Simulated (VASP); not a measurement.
A run of VASP 6.6.1:

The input INCAR:

```
PREC     = Accurate       # precision mode
ENCUT    = 600            # plane-wave cutoff, eV
EDIFF    = 1E-7           # SCF threshold, eV
ISMEAR   = 0              # smearing method
SIGMA    = 0.1            # smearing width, eV
LREAL    = False          # projectors in reciprocal space
LASPH    = True           # aspherical terms in the spheres
NELM     = 80             # most SCF steps
ALGO     = Normal         # electronic algorithm
ISIF     = 3              # what is computed and relaxed
LWAVE    = False          # write WAVECAR
LCHARG   = False          # write CHGCAR
GGA      = PE             # functional
IBRION   = 2              # ionic algorithm
NSW      = 90             # ionic steps
EDIFFG   = -0.04          # ionic threshold
```

File KPOINTS:

```
regular mesh
0
Gamma
  6 6 4
```

POSCAR

```
TaC2
1.0
    2.9805074300      0.0000000000      0.0000000000
   -1.4902537100      2.5811951500      0.0000000000
    0.0000000000      0.0000000000      5.0607912500
Ta C
1 2
Direct
    0.0000000000      0.0000000000      0.0000000000
    0.3333333300      0.6666666700      0.2552000000
    0.6666666700      0.3333333300      0.7448000000
```

Potentials or basis: VASP PAW PBE potentials, release 64 (Ta_pv, C).

Run with:

```bash
$ cat potpaw_PBE.64/Ta_pv/POTCAR potpaw_PBE.64/C/POTCAR > POTCAR
$ mpirun -np 1 vasp_std > vasp.out
```

Hardware: 1 thread of Intel(R) Xeon(R) 6975P-C (Granite Rapids), on a shared host.

Task: Estimate the wall time of this run.

Result: Wall time 72 s on 1 thread of Intel(R) Xeon(R) 6975P-C (Granite Rapids) (shared host), peak memory 0.17 GiB. Counts: scf iterations 172, k points 24, ion steps 19.
